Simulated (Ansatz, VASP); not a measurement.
**Two plane-wave programs on GaN**

INCAR

```
SYSTEM = GaN
PREC = Accurate ; ENCUT = 600
EDIFF = 1E-7 ; ISMEAR = -1
SIGMA = 0.05 ; LREAL = .FALSE.
LASPH = .TRUE. ; NELM = 120
ALGO = Normal ; ISIF = 3
LWAVE = .FALSE. ; LCHARG = .FALSE.
GGA = PS ; IBRION = 2
NSW = 60 ; EDIFFG = -0.005
GGA_COMPAT = .FALSE. ; NELMIN = 4
```

The input KPOINTS:

```
regular mesh
0
G
  17 17 17
  0 0 0
```

POSCAR

```
GaN
1.0
    0.0000000000      2.1544346900      2.1544346900
    2.1544346900      0.0000000000      2.1544346900
    2.1544346900      2.1544346900      0.0000000000
Ga N
1 1
Direct
    0.0000000000      0.0000000000      0.0000000000
    0.5000000000      0.5000000000      0.5000000000
```

Input for Ansatz:

```yaml
crystal:
  lattice:
    - [0.0, 2.15443469, 2.15443469]
    - [2.15443469, 0.0, 2.15443469]
    - [2.15443469, 2.15443469, 0.0]
  atoms:
    - { symbol: Ga, position: [0.0, 0.0, 0.0] }
    - { symbol: "N", position: [0.5, 0.5, 0.5] }
kpoints:
  mp_grid: { grid: [17, 17, 17] }
scf:
  occupations: { method: fermi_dirac, width: 0.05 }
hamiltonian:
  xc: pbesol
  pseudopotentials: { kind: paw }
output:
  forces: true
  stress: true
relax:
  f_tol: 0.005
  max_steps: 40
  cell: {}
```

Alike in both runs: task relaxation of cell and atoms; functional PBEsol; k mesh 17 × 17 × 17; occupations fermi-dirac, width 0.05 eV; no spin polarisation.

|  | VASP | Ansatz |
| --- | --- | --- |
| version | VASP 6.6.1 | Ansatz 0.2.0 |
| potentials or method | VASP PAW PBE potentials, release 64 (Ga_d, N) | PAW with Ansatz's default frozen-core files, scalar-relativistic |
| plane-wave cutoff (eV) | 600 | 420 |
| valence electrons in the cell | 18 | 18 |

VASP gave:

```
relaxed volume (Å³/atom)                                     : 9.40
relaxed cell length with the largest relative difference (Å) : 2.985
```

Estimate Ansatz's values.

relaxed volume (Å³/atom): 9.39; relaxed cell length with the largest relative difference (Å): 2.984.

VASP's potentials were made for PBE, not for PBEsol.
